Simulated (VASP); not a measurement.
C: single point with LDA

C:

```xyz
8
Lattice="2.5186 0.0000 0.0000 -1.2593 2.1812 0.0000 0.0000 0.0000 8.0229" Properties=species:S:1:pos:R:3 pbc="T T T"
C     0.0000    0.0000    0.7925
C     0.0000    0.0000    4.8039
C     0.0000    0.0000    3.2189
C     0.0000    0.0000    7.2304
C     0.0000    1.4541    1.2115
C     1.2593    0.7271    5.2229
C     0.0000    1.4541    2.8000
C     1.2593    0.7271    6.8114
```

This cell differs from its parent crystal: atoms displaced along a vibrational mode, the cell strained.

```json
{
 "Program": "VASP 6.6.1",
 "Task": "single point",
 "Functional": "LDA",
 "Potentials or basis": "VASP PAW LDA potentials, release 64 (C)",
 "Cutoff": "520 eV",
 "k mesh": "12 × 12 × 4",
 "Occupations": "gaussian, width 0.05 eV",
 "Spin": "no spin polarisation"
}
```

```yaml
Pressure: 3.4 GPa
Largest_force: 3.189 eV/Å
Band_gap_on_the_k_mesh: 2.76 eV (least direct gap 3.88 eV)
```

Forces on the atoms (eV/Å):
```
C    0.000  0.000 -3.189
C    0.000  0.000 -3.189
C    0.000  0.000  3.189
C    0.000  0.000  3.189
C    0.000  0.000  2.398
C    0.000  0.000  2.398
C    0.000  0.000 -2.398
C    0.000  0.000 -2.398
```

Stress tensor (GPa, compression positive):
```
-9.40  0.00  0.00
 0.00 -9.40  0.00
 0.00  0.00 28.85
```

Levels at points of the mesh, in eV from the valence-band top:
```tsv
k point	band 12	band 13	band 14	band 15	band 16	band 17	band 18	band 19	band 20	band 21
(0.00, 0.00, 0.00)	-3.44	-3.44	-1.88	-1.88	0.00	3.88	4.26	4.26	5.59	5.59
(0.50, 0.00, 0.00)	-6.79	-6.78	-5.07	-4.76	-4.21	2.76	3.97	4.23	5.00	5.62
(0.00, 0.00, 0.50)	-2.72	-2.47	-2.47	-2.47	-2.47	4.89	4.89	4.89	4.89	5.05
(0.50, 0.00, 0.50)	-7.68	-5.45	-5.45	-5.32	-5.32	3.10	3.10	5.69	5.69	6.64
```

Wall time 40 s on 1 thread of Intel(R) Xeon(R) Platinum 8488C (Sapphire Rapids) (shared host), peak memory 0.16 GiB.

Caveat: the cell differs from its parent crystal (atoms displaced along a vibrational mode, the cell strained); the cell stands under pressure; forces of over 1 eV/Å act on the atoms, so gaps and moduli don't describe the material at rest. A k mesh can miss the band edges.
